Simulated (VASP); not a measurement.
# InGaAs2 (P-4m2) in VASP: further runs

Runs on InGaAs2. Level: PBEsol. Tasks: single point, relaxation of cell and atoms.

All numbers are computed with VASP 6.6.1; they aren't measurements. Logs are shortened: lines on timing, memory, paths and dates and some standing lists are left out, and cuts for length are marked.

## Step 1: The cell of the first run

It takes space group P-4m2 (No. 115, tetragonal). Conventional cell: a = 4.144 Å, b = 4.144 Å, c = 5.903 Å, α = 90.00°, β = 90.00°, γ = 90.00°. Within 3.3 Å of Ga (site symmetry -4m2) lie 4 As at 2.48 Å. Within 3.4 Å of In (site symmetry -4m2) lie 4 As at 2.61 Å. As (site symmetry 2mm) has 2 Ga at 2.48 Å and 2 In at 2.61 Å within 3.3 Å.

## Step 2: Single point, PBEsol

Contents of INCAR:

```
PREC = Accurate
ENCUT = 520
EDIFF = 1E-6
ISMEAR = 0
SIGMA = 0.1
LREAL = False
LASPH = True
NELM = 100
ALGO = Normal
ISIF = 2
LWAVE = False
LCHARG = True
GGA = PS
LELF = True
LVHAR = True
NBANDS = 26
```

Contents of KPOINTS:

```
regular mesh
0
Gamma
  8 8 6
```

Contents of POSCAR:

```
InGaAs2
1.0
    4.1442116082      0.0000000000      0.0000000000
    0.0000000000      4.1442116082      0.0000000000
    0.0000000000      0.0000000000      5.9029549311
Ga In As
1 1 2
Direct
    0.0000000000      0.0000000000      0.0000000000
    0.5000000000      0.5000000000      0.5000000000
    0.0000000000      0.5000000000      0.2302631332
    0.5000000000      0.0000000000      0.7697368668
```

Potentials or basis: VASP PAW PBE potentials, release 64 (Ga_d, In_d, As).

Command:

```console
> cat potpaw_PBE.64/Ga_d/POTCAR potpaw_PBE.64/In_d/POTCAR potpaw_PBE.64/As/POTCAR > POTCAR
> mpirun -np 1 vasp_std > vasp.out
```

OUTCAR:

```text
PREC = Accurate
   ENCUT = 520
   EDIFF = 1E-6
   ISMEAR = 0
   LREAL = False
   LASPH = True
   NELM = 100
   ISIF = 2
   GGA = PS

 ion  position               nearest neighbor table
   1  0.000  0.000  0.000-   3 2.48   4 2.48   3 2.48   4 2.48
   2  0.500  0.500  0.500-   3 2.61   4 2.61   4 2.61   3 2.61
   3  0.000  0.500  0.230-   1 2.48   1 2.48   2 2.61   2 2.61
   4  0.500  0.000  0.770-   1 2.48   1 2.48   2 2.61   2 2.61

  LATTYP: Found a simple tetragonal cell.
 ALAT       =     4.1442116082
 C/A-ratio  =     1.4243855018

  Lattice vectors:

 A1 = (   4.1442116082,   0.0000000000,   0.0000000000)
 A2 = (   0.0000000000,   4.1442116082,   0.0000000000)
 A3 = (   0.0000000000,   0.0000000000,   5.9029549311)

Analysis of symmetry for initial positions (statically):
=====================================================================
 Subroutine PRICEL returns:
 Original cell was already a primitive cell.

 Routine SETGRP: Setting up the symmetry group for a
 simple tetragonal supercell.

 Subroutine GETGRP returns: Found  8 space group operations
 (whereof  8 operations were pure point group operations)
 out of a pool of 16 trial point group operations.

The static configuration has the point symmetry D_2d.

Analysis of symmetry for dynamics (positions and initial velocities):
=====================================================================
 Subroutine PRICEL returns:
 Original cell was already a primitive cell.

 Routine SETGRP: Setting up the symmetry group for a
 simple tetragonal supercell.

 Subroutine GETGRP returns: Found  8 space group operations
 (whereof  8 operations were pure point group operations)
 out of a pool of 16 trial point group operations.

The dynamic configuration has the point symmetry D_2d.

 Subroutine INISYM returns: Found  8 space group operations
 (whereof  8 operations are pure point group operations),
 and found     1 'primitive' translations

----------------------------------------------------------------------------------------

                                     Primitive cell

  volume of cell :     101.3802

  direct lattice vectors                    reciprocal lattice vectors
     4.144211608  0.000000000  0.000000000     0.241300420  0.000000000  0.000000000
     0.000000000  4.144211608  0.000000000     0.000000000  0.241300420  0.000000000
     0.000000000  0.000000000  5.902954931     0.000000000  0.000000000  0.169406680

  length of vectors
     4.144211608  4.144211608  5.902954931     0.241300420  0.241300420  0.169406680

  position of ions in fractional coordinates (direct lattice)
     0.000000000  0.000000000  0.000000000
     0.500000000  0.500000000  0.500000000
     0.000000000  0.500000000  0.230263133
     0.500000000  0.000000000  0.769736867

  ion indices of the primitive-cell ions
   primitive index   ion index
                 1           1
                 2           2
                 3           3
                 4           4

----------------------------------------------------------------------------------------

 KPOINTS: regular mesh

Automatic generation of k-mesh.
 Grid dimensions read from file:
 generate k-points for:    8    8    6

 Generating k-lattice:

  Cartesian coordinates                     Fractional coordinates (reciprocal lattice)
     0.030162552  0.000000000  0.000000000     0.125000000  0.000000000  0.000000000
     0.000000000  0.030162552  0.000000000     0.000000000  0.125000000  0.000000000
     0.000000000  0.000000000  0.028234447     0.000000000  0.000000000  0.166666667

  Length of vectors
     0.030162552  0.030162552  0.028234447

  Shift w.r.t. Gamma in fractional coordinates (k-lattice)
     0.000000000  0.000000000  0.000000000

 Subroutine IBZKPT returns following result:
 ===========================================

 Found     60 irreducible k-points:

 Following reciprocal coordinates:
            Coordinates               Weight
  0.000000  0.000000  0.000000      1.000000
  0.125000  0.000000  0.000000      4.000000
  0.250000  0.000000  0.000000      4.000000
  0.375000  0.000000  0.000000      4.000000
  0.500000  0.000000  0.000000      2.000000
  0.125000  0.125000  0.000000      4.000000
[... 16 lines left out ...]
  0.375000  0.125000  0.166667     16.000000
  0.500000  0.125000  0.166667      8.000000
 [... further k-points ...]
   k-points           NKPTS =     60   k-points in BZ     NKDIM =     60   number of bands    NBANDS=     26
   number of dos      NEDOS =    301   number of ions     NIONS =      4
   total plane-waves  NPLWV =  49152
   dimension x,y,z NGX =    32 NGY =   32 NGZ =   48
   dimension x,y,z NGXF=    64 NGYF=   64 NGZF=   96
   ions per type =               1   1   2
   NGX,Y,Z   is equivalent  to a cutoff of  12.84, 12.84, 13.52 a.u.
   NGXF,Y,Z  is equivalent  to a cutoff of  25.67, 25.67, 27.04 a.u.
 SYSTEM =  unknown system
   PREC   = accura    normal or accurate (medium, high low for compatibility)
   ISTART =      0    job   : 0-new  1-cont  2-samecut
   ICHARG =      2    charge: 1-file 2-atom 10-const
   ISPIN  =      1    spin polarized calculation?
   LNONCOLLINEAR =      F non collinear calculations
   LSORBIT =      F    spin-orbit coupling
   LASPH  =      T    aspherical Exc in radial PAW
   ENCUT  =  520.0 eV  38.22 Ry    6.18 a.u.   7.71  7.71 10.98*2*pi/ulx,y,z
   NELM   =    100;   NELMIN=  2; NELMDL= -5     # of ELM steps
   EDIFF  = 0.1E-05   stopping-criterion for ELM
   LREAL  =      F    real-space projection
   EDIFFG = 0.1E-04   stopping-criterion for IOM
   NSW    =      0    number of steps for IOM
   IBRION =     -1    ionic relax: 0-MD 1-quasi-New 2-CG
   NFREE  =      0    steps in history (QN), initial steepest desc. (CG)
   ISIF   =      2    stress and relaxation
   ISYM   =      2    0-nonsym 1-usesym 2-fastsym
   POTIM  = 0.5000    time-step for ionic-motion
   TEBEG  =    0.0;   TEEND  =   0.0 temperature during run
   PSTRESS=    0.0 pullay stress
   NELECT =      36.0000    total number of electrons
   NUPDOWN=      -1.0000    fix difference up-down
   EMIN   =  10.00;   EMAX   =-10.00  energy-range for DOS
   EFERMI =   0.00;   METHOD = LEGACY
   ISMEAR =     0;   SIGMA  =   0.10  broadening in eV -4-tet -1-fermi 0-gaus
   EFERMI_NEDOS =   21; number of points for ismear=-14 and -15
   IALGO  =     38    algorithm
   IMIX   =      4    mixing-type and parameters
     AMIX     =   0.40;   BMIX     =  1.00
     AMIX_MAG =   1.60;   BMIX_MAG =  1.00
  volume/ion in A,a.u.               =      25.35       171.04
  Fermi-wavevector in a.u.,A,eV,Ry     =   1.159288  2.190736 18.285522  1.343948
  Thomas-Fermi vector in A             =   2.295882
   LORBIT       =      0    0 simple, 1 ext, 2 COOP (PROOUT), +10 PAW based schemes
   GGA     = PS    functional components
   LHFCALC =     F    Hartree Fock is set to
   AEXX    =    0.0000 exact exchange contribution
   IVDW    =     0    specifies the selected vdW correction
   LEPSILON=     F    determine dielectric tensor
   LRPA    =     F    only Hartree local field effects (RPA)
 non-spin polarized calculation
 Gauss-broadening in eV      SIGMA  =   0.10
  energy-cutoff  :      520.00
  volume of cell :      101.38
 maximum number of plane-waves:      2760
 NGX is ok and might be reduce to    32
   NGX = 15   NGY = 15   NGZ = 21

 number of electron      35.9999989 magnetization

 Free energy of the ion-electron system (eV)
  ---------------------------------------------------
  ext. energy  EPLUGINS =         0.00000000
  ---------------------------------------------------
  free energy    TOTEN  =       -17.50055170 eV

  energy without entropy =      -17.50003948  energy(sigma->0) =      -17.50029559

 E-fermi :   4.1167     XC(G=0):  -9.4734

 val. band max:        4.0812787032   @ k =   0.0000   0.0000   0.0000
 cond. band min:       4.6216504443   @ k =   0.5000   0.0000   0.5000
 fundamental gap:      0.5403717411
 Fermi energy:         4.1167300055

 k-point     1 :       0.0000    0.0000    0.0000
  band No.  band energies     occupation
      1     -10.8096      2.00000
      2     -10.7379      2.00000
      3     -10.7379      2.00000
      4     -10.7034      2.00000
      5     -10.6706      2.00000
      6     -10.3644      2.00000
[... 18 lines left out ...]
     25      11.2975      0.00000
     26      13.3528      0.00000

 k-point     2 :       0.1250    0.0000    0.0000
  band No.  band energies     occupation
      1     -10.8067      2.00000
      2     -10.7430      2.00000
      3     -10.7375      2.00000
      4     -10.7017      2.00000
      5     -10.6716      2.00000
      6     -10.3581      2.00000
[... 18 lines left out ...]
     25      11.9511      0.00000
     26      12.5398      0.00000

 k-point     3 :       0.2500    0.0000    0.0000
  band No.  band energies     occupation
      1     -10.7999      2.00000
      2     -10.7548      2.00000
      3     -10.7365      2.00000
      4     -10.6979      2.00000
      5     -10.6742      2.00000
      6     -10.3456      2.00000
[... 18 lines left out ...]
     25      11.5358      0.00000
     26      11.5733      0.00000

 k-point     4 :       0.3750    0.0000    0.0000
  band No.  band energies     occupation
      1     -10.7934      2.00000
      2     -10.7663      2.00000
      3     -10.7354      2.00000
      4     -10.6941      2.00000
      5     -10.6767      2.00000
      6     -10.3415      2.00000
[... 18 lines left out ...]
     25      10.5192      0.00000
     26      10.7388      0.00000

 k-point     5 :       0.5000    0.0000    0.0000
  band No.  band energies     occupation
      1     -10.7907      2.00000
      2     -10.7712      2.00000
      3     -10.7350      2.00000
      4     -10.6925      2.00000
      5     -10.6778      2.00000
      6     -10.3442      2.00000
[... 18 lines left out ...]
     25       9.7826      0.00000
     26       9.9513      0.00000

 k-point     6 :       0.1250    0.1250    0.0000
  band No.  band energies     occupation
      1     -10.8041      2.00000
      2     -10.7478      2.00000
      3     -10.7369      2.00000
      4     -10.7004      2.00000
      5     -10.6727      2.00000
      6     -10.3518      2.00000
[... 427 lines left out ...]
 k-point    21 :       0.1250    0.1250    0.1667
  band No.  band energies     occupation
      1     -10.8031      2.00000
      2     -10.7475      2.00000
      3     -10.7369      2.00000
      4     -10.7003      2.00000
      5     -10.6728      2.00000
      6     -10.3574      2.00000
[... 18 lines left out ...]
     25      10.5725      0.00000
     26      11.9865      0.00000

 k-point    22 :       0.2500    0.1250    0.1667
  band No.  band energies     occupation
      1     -10.7979      2.00000
      2     -10.7588      2.00000
      3     -10.7354      2.00000
      4     -10.6971      2.00000
      5     -10.6755      2.00000
      6     -10.3445      2.00000
[... 18 lines left out ...]
     25       9.6826      0.00000
     26      11.5776      0.00000

 k-point    23 :       0.3750    0.1250    0.1667
  band No.  band energies     occupation
      1     -10.7936      2.00000
      2     -10.7697      2.00000
      3     -10.7337      2.00000
      4     -10.6937      2.00000
      5     -10.6783      2.00000
      6     -10.3401      2.00000
[... 18 lines left out ...]
     25       9.9650      0.00000
     26      11.4184      0.00000

 k-point    24 :       0.5000    0.1250    0.1667
  band No.  band energies     occupation
      1     -10.7921      2.00000
      2     -10.7740      2.00000
      3     -10.7330      2.00000
      4     -10.6922      2.00000
      5     -10.6795      2.00000
      6     -10.3423      2.00000
[... 18 lines left out ...]
     25      10.2790      0.00000
     26      10.6798      0.00000

 [... further k-points ...]

------------------------ aborting loop because EDIFF is reached ----------------------------------------

  FORCE on cell =-STRESS in cart. coord.  units (eV):
  Direction    XX          YY          ZZ          XY          YZ          ZX
  --------------------------------------------------------------------------------------
  -------------------------------------------------------------------------------------
  Total        0.0744593      0.0744593      0.0752972      0.0000000      0.0000000      0.0000000
  in kB        1.1767276      1.1767276      1.1899700      0.0000000      0.0000000      0.0000000
  external PRESSURE =       1.1811417 kB  Pullay stress =       0.0000000 kB

 VOLUME and BASIS-vectors are now :
 -----------------------------------------------------------------------------
  energy-cutoff  :      520.00
  volume of cell :      101.38
      direct lattice vectors                 reciprocal lattice vectors
     4.144211608  0.000000000  0.000000000     0.241300420  0.000000000  0.000000000
     0.000000000  4.144211608  0.000000000     0.000000000  0.241300420  0.000000000
     0.000000000  0.000000000  5.902954931     0.000000000  0.000000000  0.169406680

 POSITION                                       TOTAL-FORCE (eV/Angst)
 -----------------------------------------------------------------------------------
      0.00000      0.00000      0.00000        -0.000000      0.000000      0.000000
      2.07211      2.07211      2.95148        -0.000000     -0.000000      0.000000
      0.00000      2.07211      1.35923        -0.000000      0.000000     -0.000035
      2.07211      0.00000      4.54372         0.000000      0.000000      0.000035
 -----------------------------------------------------------------------------------
    total drift:                                0.000000      0.000000     -0.000000

  FREE ENERGIE OF THE ION-ELECTRON SYSTEM (eV)
  ---------------------------------------------------
  free  energy   TOTEN  =       -17.5005517042 eV

  energy  without entropy=      -17.5000394821  energy(sigma->0) =      -17.50029559
```

Run time: 82 s. Hardware: 1 thread of Intel Xeon Platinum 8488C (Sapphire Rapids), shared host; peak memory 0.32 GiB.

What came out:

| Item | Value |
| --- | --- |
| Free energy | -17.5006 eV |
| Pressure | 0.1 GPa |
| Band gap on the k mesh | zero (filled and empty bands touch) |

Caveat: semilocal functionals underestimate gaps, and a narrow one can read as zero; the PAW data sets were made with another functional, which shifts forces and pressure a little; spin-orbit coupling is left out, which moves the levels of the heavy elements.

## Step 3: Relaxation of cell and atoms, PBEsol

Contents of INCAR:

```
PREC     = Accurate       # precision mode
ENCUT    = 600            # plane-wave cutoff, eV
EDIFF    = 1E-7           # SCF threshold, eV
ISMEAR   = 0              # smearing method
SIGMA    = 0.1            # smearing width, eV
LREAL    = F              # projectors in reciprocal space
LASPH    = T              # aspherical terms in the spheres
NELM     = 100            # most SCF steps
ALGO     = Normal         # electronic algorithm
ISIF     = 3              # what is computed and relaxed
LWAVE    = F              # write WAVECAR
LCHARG   = F              # write CHGCAR
GGA      = PS             # functional
IBRION   = 2              # ionic algorithm
NSW      = 65             # ionic steps
EDIFFG   = -0.01          # ionic threshold
```

Contents of KPOINTS:

```
Automatic mesh
0
Gamma
  8 8 6
```

Contents of POSCAR:

```
InGaAs2
1.0
    4.1528097897      0.0000000000      0.0000000000
    0.0000000000      4.1528097897      0.0000000000
    0.0000000000      0.0000000000      5.8729599265
Ga In As
1 1 2
Direct
    0.0000000000      0.0000000000      0.0000000000
    0.5000000000      0.5000000000      0.5000000000
    0.0000000000      0.5000000000      0.2500000000
    0.5000000000      0.0000000000      0.7500000000
```

Potentials or basis: VASP PAW PBE potentials, release 64 (Ga_d, In_d, As).

Command:

```console
> cat potpaw_PBE.64/Ga_d/POTCAR potpaw_PBE.64/In_d/POTCAR potpaw_PBE.64/As/POTCAR > POTCAR
> mpirun -np 1 vasp_std > vasp.out
```

Run time: 8.8 min. Hardware: 1 thread of Intel Xeon Platinum 8488C (Sapphire Rapids), shared host; peak memory 0.38 GiB.

Results (log left out):

| Quantity | Value |
| --- | --- |
| Free energy | -17.5008 eV |
| Relaxed volume | 25.39 Å³/atom |
| Relaxed cell | a = 4.147 Å, b = 4.147 Å, c = 5.906 Å, α = 90.00°, β = 90.00°, γ = 90.00° |
| Space group after relaxing (to 0.1 Å) | P-4m2 (No. 115) |
| Energy gained by relaxing | 38.8 meV/atom |
| Ionic steps | 9 |
| Pressure after relaxing | 0.0 GPa |
| Largest force after relaxing | 0.004 eV/Å |
| Band gap on the k mesh | zero (filled and empty bands touch) |

Forces on the atoms (eV/Å):
```
Ga   0.000  0.000  0.000
In   0.000  0.000  0.000
As   0.000  0.000 -0.004
As   0.000  0.000  0.004
```

The path:
| step | energy change (eV) | largest force (eV/Å) | pressure (GPa) | volume (Å³) |
| --- | --- | --- | --- | --- |
| 1 | 0.0000 | 1.3336 | 1.00 | 101.28 |
| 2 | -0.1199 | 0.5422 | -0.93 | 103.61 |
| 3 | -0.1333 | 0.2065 | -1.65 | 104.69 |
| 4 | -0.1538 | 0.0559 | 0.41 | 100.91 |
| 5 | -0.1548 | 0.0050 | 0.01 | 101.58 |
| 6 | -0.1548 | 0.0005 | -0.03 | 101.64 |
| 7 | -0.1551 | 0.0046 | -0.03 | 101.63 |
| 8 | -0.1552 | 0.0140 | -0.02 | 101.60 |
| 9 | -0.1552 | 0.0036 | 0.03 | 101.55 |

Final structure:
```cif
data_structure
_symmetry_space_group_name_H-M 'P 1'
_symmetry_Int_Tables_number 1
_cell_length_a 4.1465
_cell_length_b 4.1465
_cell_length_c 5.9063
_cell_angle_alpha 90.000
_cell_angle_beta 90.000
_cell_angle_gamma 90.000
_cell_volume 101.55
loop_
_atom_site_label
_atom_site_type_symbol
_atom_site_fract_x
_atom_site_fract_y
_atom_site_fract_z
_atom_site_occupancy
Ga1 Ga 0.00000 0.00000 0.00000 1
In1 In 0.50000 0.50000 0.50000 1
As1 As 0.00000 0.50000 0.23035 1
As2 As 0.50000 0.00000 0.76965 1
```

Levels at points of the mesh, in eV from the Fermi level:
| k point | band 16 | band 17 | band 18 | band 19 | band 20 | band 21 |
| --- | --- | --- | --- | --- | --- | --- |
| (0.00, 0.00, 0.00) | -0.22 | -0.21 | -0.04 | -0.04 | 1.43 | 1.74 |
| (0.50, 0.00, 0.00) | -3.03 | -1.50 | -0.89 | 1.97 | 3.03 | 4.75 |
| (0.50, 0.50, 0.00) | -2.55 | -2.55 | -2.38 | 1.33 | 1.33 | 1.52 |
| (0.00, 0.00, 0.50) | -1.95 | -1.28 | -1.28 | 1.80 | 1.88 | 2.71 |
| (0.50, 0.00, 0.50) | -1.16 | -1.13 | -0.80 | 0.50 | 0.99 | 4.17 |
| (0.50, 0.50, 0.50) | -3.24 | -3.15 | -3.15 | 4.16 | 4.24 | 4.30 |

Caveat: semilocal functionals underestimate gaps, and a narrow one can read as zero; the PAW data sets were made with another functional, which shifts forces and pressure a little; spin-orbit coupling is left out, which moves the levels of the heavy elements.

The gap in the log of VASP goes by the Fermi energy; the results here count the filled bands.